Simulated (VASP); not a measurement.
A run of VASP 6.6.1:

INCAR

```
SYSTEM = Mo
ALGO = Fast
EDIFF = 1E-6
ENCUT = 520
GGA = PE
ISIF = 2
ISMEAR = 0
LASPH = .TRUE.
LCHARG = .FALSE.
LREAL = .FALSE.
LWAVE = .FALSE.
NBANDS = 13
NELM = 60
PREC = Accurate
SIGMA = 0.15
```

File KPOINTS:

```
k-points
0
G
  22 22 22
  0 0 0
```

File POSCAR:

```
Mo
1.0
   -1.0942257202      1.5183307148      1.5183307148
    1.5183307148     -1.0942257202      1.5183307148
    1.5183307148      1.5183307148     -1.0942257202
Mo
1
Direct
    0.0000000000      0.0000000000      0.0000000000
```

Potentials or basis: VASP PAW PBE potentials, release 64 (Mo_sv).

Run with:

```console
$ cat potpaw_PBE.64/Mo_sv/POTCAR > POTCAR
$ mpirun -np 1 vasp_std > vasp.out
```

Hardware: 1 thread of AMD EPYC 9R45 96-Core Processor (Zen 5), on a shared host.

Q: Estimate the wall time of this run.

A: Run time: 52 s on 1 thread of AMD EPYC 9R45 96-Core Processor (Zen 5) (shared host), peak memory 0.23 GiB. Counts: scf iterations 12, k points 1024.
